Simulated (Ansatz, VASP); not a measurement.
# One calculation of Hf, two programs

```xyz
2
Lattice="3.1603 0.0000 0.0000 -1.5801 2.7369 0.0000 0.0000 0.0000 4.3967" Properties=species:S:1:pos:R:3 pbc="T T T"
Hf    0.0000    1.8246    1.0992
Hf    1.5801    0.9123    3.2975
```

Alike in both runs: task single point; functional PBEsol; k mesh 18 × 18 × 10; occupations gaussian, width 0.15 eV; no spin polarisation.

```csv
,VASP,Ansatz
version,VASP 6.6.1,Ansatz 0.2.0
potentials or method,"VASP PAW PBE potentials, release 64 (Hf_pv), cutoff 520 eV","scalar-relativistic, plane waves, PAW"
valence electrons in the cell,20,52
```

```csv
,VASP,Ansatz,Ansatz less VASP
gap on the k mesh at the Fermi level (eV),none,none,-
pressure (GPa),19.1,19.4,+0.35
"traceless stress, the component that is largest in VASP (GPa)",12.82,12.80,-0.027
```

VASP's potentials were made for PBE, not for PBEsol. A gap of «none» marks a metal or a gap that the smearing closes. VASP's potentials hold 20 valence electrons a cell and Ansatz's 52, so a difference there can come from the potentials and not from the codes.

Spin-orbit coupling is off throughout.
